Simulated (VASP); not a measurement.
The system is Zr.

```xyz
2
Lattice="3.1883 0.0000 0.0000 -1.5942 2.7612 0.0000 0.0000 0.0000 5.0774" Properties=species:S:1:pos:R:3 pbc="T T T"
Zr    1.5942    0.9204    3.8081
Zr    0.0000    1.8408    1.2694
```

This cell differs from its parent crystal: volume scaled by 0.96.

Program: VASP 6.6.1. Alike in all runs: task single point; no spin polarisation; cell as given; k mesh 9 × 9 × 5; cutoff (eV) 520; smearing fermi-dirac 0.05 eV.

Question: Order these runs on this cell by their pressure, lowest first.
A. level LDA; potentials or basis VASP PAW LDA potentials, release 64 (Zr_sv)
B. level r2SCAN; potentials or basis VASP PAW PBE potentials, release 64 (Zr_sv)
C. level PBEsol; potentials or basis VASP PAW PBE potentials, release 64 (Zr_sv)

Answer: A (-2.3 GPa), C (0.7 GPa), B (5.2 GPa).

Caveats: the PAW data sets were made with another functional, which shifts forces and pressure a little (some runs).
